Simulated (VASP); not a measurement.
# Hf (P6_3/mmc) in VASP: a series of runs, part 2 of 2

VASP 6.6.1.

## (3) Relaxation of cell and atoms, PBE+D3(BJ)

This run uses another cell than the first one, of 22.38 Å³/atom, 0.993 times its volume.

INCAR reads:

```
ALGO = Normal
EDIFF = 1E-6
EDIFFG = -0.01
ENCUT = 600
GGA = PE
IBRION = 2
ISIF = 3
ISMEAR = -1
IVDW = 12
LASPH = True
LCHARG = False
LREAL = False
LWAVE = False
NELM = 100
NSW = 60
PREC = Accurate
SIGMA = 0.05
```

KPOINTS reads:

```
k-points
0
Gamma
  10 10 5
```

POSCAR reads:

```
Hf
1.0
    3.1967000000      0.0000000000      0.0000000000
   -1.5983500000      2.7684234083      0.0000000000
    0.0000000000      0.0000000000      5.0578000000
Hf
2
Direct
    0.6666666667      0.3333333333      0.7500000000
    0.3333333333      0.6666666667      0.2500000000
```

Potentials or basis: VASP PAW PBE potentials, release 64 (Hf_pv).

Launch:

```
$ cat potpaw_PBE.64/Hf_pv/POTCAR > POTCAR
$ mpirun -np 1 vasp_std > vasp.out
```

OUTCAR:

```text
EDIFF = 1E-6
   EDIFFG = -0.01
   ENCUT = 600
   GGA = PE
   IBRION = 2
   ISIF = 3
   ISMEAR = -1
   IVDW = 12
   LASPH = True
   LREAL = False
   NELM = 100
   NSW = 60
   PREC = Accurate
 IVDW          = 12

 ion  position               nearest neighbor table
   1  0.667  0.333  0.750-   2 3.13   2 3.13   2 3.13   2 3.13   2 3.13   2 3.13
   2  0.333  0.667  0.250-   1 3.13   1 3.13   1 3.13   1 3.13   1 3.13   1 3.13

  LATTYP: Found a hexagonal cell.
 ALAT       =     3.1967000000
 C/A-ratio  =     1.5821941377

  Lattice vectors:

 A1 = (   3.1967000000,   0.0000000000,   0.0000000000)
 A2 = (  -1.5983500000,   2.7684234083,   0.0000000000)
 A3 = (   0.0000000000,   0.0000000000,   5.0578000000)

Analysis of symmetry for initial positions (statically):
=====================================================================
 Subroutine PRICEL returns:
 Original cell was already a primitive cell.

 Routine SETGRP: Setting up the symmetry group for a
 hexagonal supercell.

 Subroutine GETGRP returns: Found 24 space group operations
 (whereof 12 operations were pure point group operations)
 out of a pool of 24 trial point group operations.

The static configuration has the point symmetry D_3d.
 The point group associated with its full space group is D_6h.

[... 157 lines left out ...]
  ---------------------------------------------------
  ext. energy  EPLUGINS =         0.00000000
  ---------------------------------------------------
  free energy    TOTEN  =       -19.85551115 eV

  energy without entropy =      -19.84454989  energy(sigma->0) =      -19.85003052

------------------------ aborting loop because EDIFF is reached ----------------------------------------

 Edisp (eV)   -0.90019

 E8    (eV) :    -0.4829
[... 71 lines left out ...]
--------------------------------------- Ionic step        3  -------------------------------------------

 number of electron      19.9999999 magnetization

 Free energy of the ion-electron system (eV)
  ---------------------------------------------------
  ext. energy  EPLUGINS =         0.00000000
  ---------------------------------------------------
  free energy    TOTEN  =       -19.84085861 eV

  energy without entropy =      -19.83110894  energy(sigma->0) =      -19.83598378

 E-fermi :   5.1022     XC(G=0): -11.4161

 val. band max:        5.0985915072   @ k =   0.0000   0.0000   0.4000
 cond. band min:       5.1024088210   @ k =   0.3000   0.3000   0.4000
 fundamental gap:      0.0038173138
 Fermi energy:         5.1021511169

 k-point     1 :       0.0000    0.0000    0.0000
  band No.  band energies     occupation
      1     -25.9341      2.00000
      2     -25.1135      2.00000
      3     -25.1135      2.00000
      4     -24.9759      2.00000
      5     -24.9725      2.00000
      6     -24.9725      2.00000
      7      -2.3575      2.00000
      8       1.3255      2.00000
      9       5.8815      0.00000
     10       6.3082      0.00000
     11       6.3082      0.00000
     12       6.6137      0.00000
     13       7.1665      0.00000
     14       7.1665      0.00000
[... 377 lines left out ...]
      1     -25.7735      2.00000
      2     -25.6326      2.00000
      3     -25.4300      2.00000
      4     -25.2992      2.00000
      5     -25.1934      2.00000
      6     -25.1154      2.00000
      7       1.5963      2.00000
      8       2.5549      2.00000
      9       3.4086      2.00000
     10       3.9890      2.00000
     11       5.7629      0.00000
     12       6.1842      0.00000
     13       6.8085      0.00000
     14      10.0370      0.00000

 [... further k-points ...]

------------------------ aborting loop because EDIFF is reached ----------------------------------------

 Edisp (eV)   -0.92826

 E8    (eV) :    -0.4981
[... 25 lines left out ...]
  FREE ENERGIE OF THE ION-ELECTRON SYSTEM (eV)
  ---------------------------------------------------
  free  energy   TOTEN  =       -20.7691199054 eV

  energy  without entropy=      -20.7593702369  energy(sigma->0) =      -20.76424507

 reached required accuracy - stopping structural energy minimisation
```

Run time: 36 s. Hardware: 1 thread of Intel Xeon 6975P-C (Granite Rapids), shared host; peak memory 0.21 GiB.

Results:

- Free energy: -20.7691 eV
- Relaxed volume: 21.73 Å³/atom
- Relaxed cell: a = 3.167 Å, b = 3.167 Å, c = 5.004 Å, α = 90.00°, β = 90.00°, γ = 120.00°
- Space group after relaxing (to 0.05 Å): P6_3/mmc (No. 194)
- Energy gained by relaxing: 6.7 meV/atom
- Ionic steps: 3
- Pressure after relaxing: 0.0 GPa
- Band gap on the k mesh: zero (band 10 reaches 6.31 eV, above the bottom of band 11 at 4.79 eV)
- Dispersion energy per atom: -0.464 eV

Step by step:
```
step  energy change (eV)  largest force (eV/Å)  pressure (GPa)  volume (Å³)
   1              0.0000                0.0000           -3.20        44.76
   2              0.0065                0.0000            4.30        41.93
   3             -0.0134                0.0000           -0.02        43.46
```

Final structure:
```
CELL_PARAMETERS angstrom
3.16688 0.00000 0.00000
-1.58344 2.74260 0.00000
0.00000 0.00000 5.00364
ATOMIC_POSITIONS crystal
Hf 0.66667 0.33333 0.75000
Hf 0.33333 0.66667 0.25000
```

Caveat: spin-orbit coupling is left out, which moves the levels of the heavy elements; pairwise dispersion overbinds metals, which lowers pressure and volume.

## (4) Relaxation of cell and atoms, PBEsol+D3(BJ)

This run uses another cell than the first one, of 22.38 Å³/atom, 0.993 times its volume.

INCAR reads:

```
SYSTEM = Hf
PREC = Accurate ; ENCUT = 600
EDIFF = 1E-6 ; ISMEAR = -1
SIGMA = 0.05 ; LREAL = .FALSE.
LASPH = .TRUE. ; NELM = 60
ALGO = Fast ; ISIF = 3
LWAVE = .FALSE. ; LCHARG = .FALSE.
GGA = PS ; IVDW = 12
IBRION = 2 ; NSW = 60
EDIFFG = -0.01
```

KPOINTS reads:

```
Automatic mesh
0
G
  10 10 5
  0 0 0
```

POSCAR is that of step 3.

Launch:

```
$ cat potpaw_PBE.64/Hf_pv/POTCAR > POTCAR
$ mpirun -np 1 vasp_std > vasp.out
```

Wall time 63 s (1 thread of Intel Xeon 6975P-C (Granite Rapids), shared host); peak memory 0.2 GiB.

The run converged. Its results:

```yaml
Free_energy: -22.1006 eV
Relaxed_volume: 20.78 Å³/atom
Relaxed_cell: a = 3.119 Å, b = 3.119 Å, c = 4.932 Å, α = 90.00°, β = 90.00°, γ = 120.00°
Space_group_after_relaxing_to_0.05_Å: P6_3/mmc (No. 194)
Energy_gained_by_relaxing: 42.8 meV/atom
Ionic_steps: 6
Pressure_after_relaxing: -0.1 GPa
Band_gap_on_the_k_mesh: zero (band 10 reaches 6.46 eV, above the bottom of band 11 at 4.92 eV)
Dispersion_energy_per_atom: -0.552 eV
```

Step by step:
```csv
step,energy change (eV),largest force (eV/Å),pressure (GPa),volume (Å³)
1,0.0000,0.0000,-8.00,44.76
2,0.0513,0.0000,13.05,37.90
3,-0.0857,0.0000,-0.20,41.58
4,-0.0857,0.0000,-0.03,41.51
5,-0.0857,0.0000,0.16,41.45
6,-0.0857,0.0000,-0.07,41.56
```

Final structure:
```
CELL_PARAMETERS angstrom
3.11942 0.00000 0.00000
-1.55971 2.70149 0.00000
0.00000 0.00000 4.93173
ATOMIC_POSITIONS crystal
Hf 0.66667 0.33333 0.75000
Hf 0.33333 0.66667 0.25000
```

Levels at points of the mesh, in eV from the Fermi level:
```csv
k point,band 6,band 7,band 8,band 9,band 10,band 11,band 12,band 13,band 14
"(0.00, 0.00, 0.00)",-29.85,-7.61,-3.92,0.99,1.21,1.21,1.52,2.11,2.11
"(0.50, 0.00, 0.00)",-29.97,-3.46,-3.01,-2.44,-0.62,0.77,1.00,1.85,6.41
```

Caveat: the PAW data sets were made with another functional, which shifts forces and pressure a little; spin-orbit coupling is left out, which moves the levels of the heavy elements; pairwise dispersion overbinds metals, which lowers pressure and volume.

## (5) Summary

```csv
task,level,cell,cutoff (eV),gap on the mesh (eV),pressure (GPa),relaxed volume (Å³/atom)
single point,revPBE+D4,"a = 3.207, b = 3.207, c = 5.061 Å, angles 90.0, 90.0, 120.0°, 2 atoms",520,none,-0.5,-
relaxation of cell and atoms,PBE+D3(BJ),"relaxed from a = 3.197, b = 3.197, c = 5.058 Å, angles 90.0, 90.0, 120.0°, 2 atoms",600,none,0.0,21.73
relaxation of cell and atoms,PBEsol+D3(BJ),"relaxed from a = 3.197, b = 3.197, c = 5.058 Å, angles 90.0, 90.0, 120.0°, 2 atoms",600,none,-0.1,20.78
```

Alike in all rows: potentials or basis VASP PAW PBE potentials, release 64 (Hf_pv); no spin polarisation; k mesh 10 × 10 × 5; smearing fermi-dirac 0.05 eV.

Caveats: spin-orbit coupling is left out, which moves the levels of the heavy elements; pairwise dispersion overbinds metals, which lowers pressure and volume; the PAW data sets were made with another functional, which shifts forces and pressure a little (some runs).

Total energies depend on the potentials used, so only differences within one code and one set of settings carry meaning.
